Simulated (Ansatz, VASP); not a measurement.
One calculation of SrMg, two programs

The input INCAR:

```
SYSTEM = SrMg
  ALGO = Fast
  EDIFF = 1E-7
  ENCUT = 520
  GGA = CA
  ISIF = 2
  ISMEAR = 0
  LASPH = .TRUE.
  LCHARG = .FALSE.
  LREAL = .FALSE.
  LWAVE = .FALSE.
  NBANDS = 13
  NELM = 80
  PREC = Accurate
  SIGMA = 0.15
```

KPOINTS

```
k-points
0
G
  14 14 14
  0 0 0
```

POSCAR

```
SrMg
1.0
    3.5734152756      0.0000000000      0.0000000000
    0.0000000000      3.5734152756      0.0000000000
    0.0000000000      0.0000000000      4.6454398583
Sr Mg
1 1
Direct
    0.5000000000      0.5000000000      0.5000000000
    0.0000000000      0.0000000000      0.0000000000
```

Input for Ansatz:

```yaml
crystal:
  lattice:
    - [3.5734152756, 0.0, 0.0]
    - [0.0, 3.5734152756, 0.0]
    - [0.0, 0.0, 4.6454398583]
  atoms:
    - { symbol: Sr, position: [0.5, 0.5, 0.5] }
    - { symbol: Mg, position: [0.0, 0.0, 0.0] }
basis:
  ecutwfc: 420
kpoints:
  mp_grid: { grid: [14, 14, 14] }
hamiltonian:
  xc: lda
scf:
  occupations: { method: gaussian, width: 0.15 }
output:
  forces: true
  stress: true
  eigenvalues: true
```

Alike in both runs: task single point; functional LDA; k mesh 14 × 14 × 14; occupations gaussian, width 0.15 eV; no spin polarisation.

|  | VASP | Ansatz |
| --- | --- | --- |
| version | VASP 6.6.1 | Ansatz 0.2.0 |
| potentials or method | VASP PAW LDA potentials, release 64 (Sr_sv, Mg), cutoff 520 eV | scalar-relativistic, plane waves, PAW |
| valence electrons in the cell | 12 | 20 |

Ansatz gave:

- gap on the k mesh at the Fermi level (eV): none
- pressure (GPa): 3.2
- traceless stress, the component that is largest in VASP (GPa): -1.48

Estimate VASP's values.

gap on the k mesh at the Fermi level (eV): none; pressure (GPa): 3.0; traceless stress, the component that is largest in VASP (GPa): -1.52.

LDA's correlation is that of Perdew and Zunger in VASP and of Perdew and Wang (1992) in Ansatz. A gap of «none» marks a metal or a gap that the smearing closes. VASP's potentials hold 12 valence electrons a cell and Ansatz's 20, so a difference there can come from the potentials and not from the codes.
